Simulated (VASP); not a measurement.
CoO, 2 atoms in the cell. Symmetry: I4/mmm, No. 139, tetragonal system. Conventional cell: a = 2.954 Å, b = 2.954 Å, c = 4.128 Å, α = 90.00°, β = 90.00°, γ = 90.00°. Co (site symmetry 4/mmm) has 6 O at 2.06 to 2.09 Å within 2.7 Å. Within 2.7 Å of O (site symmetry 4/mmm) lie 6 Co at 2.06 to 2.09 Å. 

```yaml
Program: VASP 6.6.1
Task: single point
Functional: LDA
Potentials_or_basis: VASP PAW LDA potentials, release 64 (Co, O)
Cutoff: 520 eV
k_mesh: 12 × 12 × 12
Occupations: fermi-dirac, width 0.05 eV
Spin: collinear spin, ferromagnetic start
Starting_moments: "[2.0, 0.0] μB"
Dipole_correction: no
Further_INCAR_settings: ALGO = Normal; EDIFF = 1e-07; NBANDS = 18
```

Potentials or basis: VASP PAW LDA potentials, release 64 (Co, O).

Command:

```bash
$ cat potpaw_LDA.64/Co/POTCAR potpaw_LDA.64/O/POTCAR > POTCAR
$ mpirun -np 1 vasp_std > vasp.out
```

Hardware: 1 thread of Intel(R) Xeon(R) 6975P-C (Granite Rapids), on a shared host.

Task: How long does it take, and how much memory?

Result: Run time: 64 s on 1 thread of Intel(R) Xeon(R) 6975P-C (Granite Rapids), with other jobs on the host, peak memory 0.2 GiB. Counts: scf iterations 17, k points 163.
